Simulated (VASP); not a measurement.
Set up this calculation in VASP 6.6.1, as the native input.

```
Task                   : single point
Functional             : LDA
Potentials or basis    : VASP PAW LDA potentials, release 64 (C)
Cutoff                 : 520 eV
k mesh                 : 12 × 12 × 12
Occupations            : fermi-dirac, width 0.05 eV
Spin                   : no spin polarisation
Dipole correction      : no
Further INCAR settings : ALGO = Normal; EDIFF = 1e-07; NBANDS = 16
```

The structure of C lies in POSCAR:

```
C
1.0
    1.2080139297      0.6974471676      8.1135346977
   -1.2080139297      0.6974471676      8.1135346977
    0.0000000000     -1.3948943350      8.1135346977
C
4
Direct
    0.0871730800      0.0871730800      0.0871730800
    0.7538500600      0.7538500600      0.7538500600
    0.2461499400      0.2461499400      0.2461499400
    0.9128269200      0.9128269200      0.9128269200
```

The input as run:

INCAR

```
PREC = Accurate
ENCUT = 520
EDIFF = 1E-7
ISMEAR = -1
SIGMA = 0.05
LREAL = F
LASPH = T
NELM = 80
ALGO = Normal
ISIF = 2
LWAVE = F
LCHARG = F
NBANDS = 16
```

KPOINTS

```
regular mesh
0
Gamma
  12 12 12
```

Potentials or basis: VASP PAW LDA potentials, release 64 (C).

Launch:

```sh
$ cat potpaw_LDA.64/C/POTCAR > POTCAR
$ mpirun -np 1 vasp_std > vasp.out
```

Results of the run:

```yaml
Pressure: 9.4 GPa
Largest_force: 0.008 eV/Å
```

Caveat: the stress differs along the axes, from -1 to 15 GPa.

It took 12 min on 1 thread of AMD EPYC 9R45 (Zen 5), with other jobs on the host, peak memory 0.38 GiB.
